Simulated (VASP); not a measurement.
The system is BAs.

```xyz
2
Lattice="0.0000 2.3053 2.3053 2.3053 0.0000 2.3053 2.3053 2.3053 0.0000" Properties=species:S:1:pos:R:3 pbc="T T T"
B     0.0000    0.0000    0.0000
As    2.3053    2.3053    2.3053
```

Program: VASP 6.6.1. Alike in all runs: task single point; no spin polarisation; cell as given; cutoff (eV) 500; smearing fermi-dirac 0.02 eV.

Q: Order these runs on this cell by their pressure, lowest first.
A. level PBE; potentials or basis VASP PAW PBE potentials, release 64 (B, As); k mesh 4 × 4 × 4
B. level LDA; potentials or basis VASP PAW LDA potentials, release 64 (B, As); k mesh 6 × 6 × 6
C. level PBE; potentials or basis VASP PAW PBE potentials, release 64 (B, As); k mesh 8 × 8 × 8

A: B (-5.7 GPa), C (1.5 GPa), A (6.0 GPa).

Caveats: some runs use coarse meshes.
